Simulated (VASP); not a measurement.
The system is ScSiS3.

```
Sc Si S
1.0
     4.63735    0.00000    0.00000
     0.00000    4.63735    0.00000
     0.00000    0.00000    4.62854
Sc Si S
1 1 3
Cartesian
  2.3187 2.3187 4.6155
  0.0000 0.0000 2.2471
  0.0000 2.3187 2.2459
  0.0000 0.0000 4.5610
  2.3187 0.0000 2.2459
```

The cell was generated, and may not be a known phase.

* Program: VASP 6.6.1
* Task: relaxation of cell and atoms
* Functional: PBE
* Potentials or basis: VASP PAW PBE potentials, release 64 (Sc_sv, Si, S)
* Cutoff: 600 eV
* k mesh: 4 × 4 × 4
* Occupations: gaussian, width 0.1 eV
* Spin: no spin polarisation

At the start: pressure -5.5 GPa; volume 19.91 Å³/atom.

Question: How do energy, volume and symmetry change on relaxing?

Answer: Over 38 steps the energy falls by 389.0 meV/atom and the volume is 21.10 Å³/atom (+6.0 %); space group P4mm (No. 99, to 0.1 Å) before and after.

The path:
```csv
step,energy change (eV),largest force (eV/Å),pressure (GPa),volume (Å³)
1,0.0000,0.2528,-5.49,99.54
2,-0.1234,0.3171,2.25,90.02
3,-0.1374,0.3041,0.12,92.16
4,-0.1457,0.4046,0.17,92.13
5,-0.1836,0.6820,0.33,92.04
6,-0.3098,1.1216,0.80,91.85
7,-0.6784,1.3024,2.43,91.47
8,-0.9528,1.3128,9.56,90.70
9,-1.0039,1.0692,5.95,91.01
10,-1.0189,1.1445,6.91,90.92
11,-1.0197,1.1465,6.94,90.93
12,-1.0220,1.1523,7.00,90.95
13,-1.0260,1.1649,7.12,91.00
14,-1.0314,1.1903,7.40,91.09
15,-1.0312,1.2402,7.98,91.28
16,-1.0332,1.2146,7.68,91.19
17,-1.0396,1.2134,7.59,91.29
18,-1.0586,1.2090,7.33,91.58
19,-1.0952,1.2024,6.81,92.18
20,-1.1628,1.1989,5.84,93.38
21,-1.2783,1.2446,4.14,95.81
22,-1.4428,1.3559,1.34,100.76
23,-1.5070,1.3709,-2.65,111.08
24,-1.5239,1.3671,-1.66,108.05
25,-1.6075,1.1519,-1.44,108.10
26,-1.7918,0.6823,-0.60,108.15
27,-1.8230,1.6038,1.95,107.79
28,-1.8660,0.9037,0.77,108.01
29,-1.9175,0.4321,-0.57,109.02
30,-1.9187,0.3807,-0.79,109.20
31,-1.9295,0.2985,-0.45,108.27
32,-1.9363,0.2558,0.20,106.69
33,-1.9400,0.1663,-0.10,106.69
34,-1.9415,0.1119,-0.48,106.68
35,-1.9442,0.0749,-0.19,106.02
36,-1.9449,0.0605,0.08,105.41
37,-1.9449,0.0602,0.08,105.44
38,-1.9452,0.0253,0.02,105.50
```

Final structure:
```
Sc Si S
1.0
     4.35923    0.00000    0.00000
     0.00000    4.35923    0.00000
     0.00000    0.00000    5.55177
Sc Si S
1 1 3
Cartesian
  2.1796 2.1796 0.8624
  0.0000 0.0000 3.0176
  0.0000 2.1796 2.2529
  0.0000 0.0000 5.1523
  2.1796 0.0000 2.2529
```

Caveat: a cell axis changed by over 15 % at a fixed basis, so the end point is rough.
